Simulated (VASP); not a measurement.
Ru, 2 atoms in the cell. The structure is hexagonal, space group P6_3/mmc (No. 194). The conventional cell has a = 2.890 Å, b = 2.890 Å, c = 3.806 Å, α = 90.00°, β = 90.00°, γ = 120.00°. Ru (site symmetry -6m2) has 12 Ru at 2.53 to 2.89 Å within 3.3 Å. 

* Program: VASP 6.6.1
* Task: single point
* Functional: PBE
* Potentials or basis: VASP PAW PBE potentials, release 64 (Ru_pv)
* Cutoff: 520 eV
* k mesh: 21 × 21 × 12
* Occupations: gaussian, width 0.15 eV
* Spin: no spin polarisation
* Dipole correction: no
* Further INCAR settings: ALGO = Fast; EDIFF = 1e-07; NBANDS = 21

Potentials or basis: VASP PAW PBE potentials, release 64 (Ru_pv).

Launch:

```console
$ cat potpaw_PBE.64/Ru_pv/POTCAR > POTCAR
$ mpirun -np 1 vasp_std > vasp.out
```

Hardware: 1 thread of Intel Xeon 8259CL, with other jobs on the host.

Q: How long does it take, and how much memory?

A: Run time: 4.7 min on 1 thread of Intel Xeon 8259CL, with other jobs on the host, peak memory 0.27 GiB. Counts: scf iterations 16, k points 336.
